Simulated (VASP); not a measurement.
Crystal: Na.

```
Na
1.0
    -2.14100    2.14100    2.14100
     2.14100   -2.14100    2.14100
     2.14100    2.14100   -2.14100
Na
1
Direct
  0.00000 0.00000 0.00000
```

```yaml
Program: VASP 6.6.1
Task: relaxation of cell and atoms
Functional: PBEsol
Potentials_or_basis: VASP PAW PBE potentials, release 64 (Na_pv)
Cutoff: 600 eV
k_mesh: 13 × 13 × 13
Occupations: methfessel-paxton, width 0.05 eV
Spin: no spin polarisation
```

At the start: pressure -0.6 GPa; volume 39.26 Å³/atom.

Problem. How do energy, volume and symmetry change on relaxing?

Solution. Over 3 steps the energy falls by 5.5 meV/atom and the volume is 36.25 Å³/atom (-7.7 %); space group Im-3m (No. 229, to 0.05 Å).

The path:
| step | energy change (eV) | largest force (eV/Å) | pressure (GPa) | volume (Å³) |
| --- | --- | --- | --- | --- |
| 1 | 0.0000 | 0.0000 | -0.55 | 39.26 |
| 2 | -0.0023 | 0.0000 | -0.44 | 38.49 |
| 3 | -0.0055 | 0.0000 | -0.02 | 36.25 |

Final structure:
```
Na
1.0
    -2.08490    2.08490    2.08490
     2.08490   -2.08490    2.08490
     2.08490    2.08490   -2.08490
Na
1
Direct
  0.00000 0.00000 0.00000
```

Caveat: the PAW data sets were made with another functional, which shifts forces and pressure a little.
